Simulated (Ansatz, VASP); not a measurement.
One calculation of InSe, two programs

```
Se In
1.0
     4.09400    0.00000    0.00000
    -2.04700    3.54551    0.00000
     0.00000    0.00000   36.71996
Se In
2 2
Direct
  0.00000 0.00000 0.42666
  0.00000 0.00000 0.57331
  0.66667 0.33333 0.46194
  0.66667 0.33333 0.53803
```

Alike in both runs: task single point; functional PBE; dispersion D3(BJ); k mesh 9 × 9 × 1; occupations gaussian, width 0.02 eV; no spin polarisation.

|  | VASP | Ansatz |
| --- | --- | --- |
| version | VASP 6.6.1 | Ansatz 0.2.0 |
| potentials or method | VASP PAW PBE potentials, release 64 (Se, In_d), cutoff 520 eV | scalar-relativistic, plane waves, PAW |
| valence electrons in the cell | 38 | 58 |

```tsv
	VASP	Ansatz	Ansatz less VASP
gap on the k mesh at the Fermi level (eV)	1.43	1.44	+0.011
least direct gap on the mesh (eV)	1.49	1.50	+0.009
rms of the force components (eV/Å)	0.127	0.135	+0.0078
```

VASP's potentials hold 38 valence electrons a cell and Ansatz's 58, so a difference there can come from the potentials and not from the codes. Ansatz's warnings: structure snapped to symmetry.
